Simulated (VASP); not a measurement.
Set up this calculation in VASP 6.6.1, as the native input.

- Task: single point
- Functional: r2SCAN
- Potentials or basis: VASP PAW PBE potentials, release 64 (La)
- Cutoff: 520 eV
- k mesh: 16 × 16 × 9
- Occupations: fermi-dirac, width 0.1 eV
- Spin: no spin polarisation
- Dipole correction: no
- Further INCAR settings: ALGO = Normal; EDIFF = 1e-06; NBANDS = 18

The system is La.

```
La
1.0
     3.82477    0.00000    0.00000
    -1.91239    3.31235    0.00000
     0.00000    0.00000    6.04101
La
2
Cartesian
  0.0000 2.2082 1.5103
  1.9124 1.1041 4.5308
```

One way to write it, as run:

POSCAR

```
La
1.0
    3.8247735967      0.0000000000      0.0000000000
   -1.9123867983      3.3123510984      0.0000000000
    0.0000000000      0.0000000000      6.0410111213
La
2
Direct
    0.3333333333      0.6666666667      0.2500000000
    0.6666666667      0.3333333333      0.7500000000
```

INCAR.step1

```
ALGO = Normal
EDIFF = 1E-4
ENCUT = 520
GGA = PE
ISMEAR = -1
LASPH = True
LCHARG = False
LREAL = False
LWAVE = True
NBANDS = 18
NELM = 100
PREC = Accurate
SIGMA = 0.1
```

INCAR.step2

```
ALGO = Normal
EDIFF = 1E-6
ENCUT = 520
ISIF = 2
ISMEAR = -1
ISTART = 1
LASPH = True
LCHARG = True
LELF = True
LMIXTAU = True
LREAL = False
LVHAR = True
LWAVE = False
METAGGA = R2SCAN
NBANDS = 18
NELM = 100
PREC = Accurate
SIGMA = 0.1
```

KPOINTS

```
k-points
0
Gamma
  16 16 9
```

Potentials or basis: VASP PAW PBE potentials, release 64 (La).

Command:

```sh
$ cat potpaw_PBE.64/La/POTCAR > POTCAR
$ cp INCAR.step1 INCAR
$ mpirun -np 1 vasp_std > vasp.out
$ cp INCAR.step2 INCAR
$ mpirun -np 1 vasp_std > vasp.out
```

Results of the run:

```json
{"Pressure": "0.0 GPa", "Band gap on the k mesh": "zero (bands 11 and 12 overlap by 1.74 eV)"}
```

Caveat: the PAW data sets were made with another functional, which shifts forces and pressure a little; spin-orbit coupling is left out, which moves the levels of the heavy elements.

Wall time 13 min on 1 thread of Intel(R) Xeon(R) Platinum 8259CL CPU @ 2.50GHz (Skylake/Cascade Lake) (shared host), peak memory 0.35 GiB.
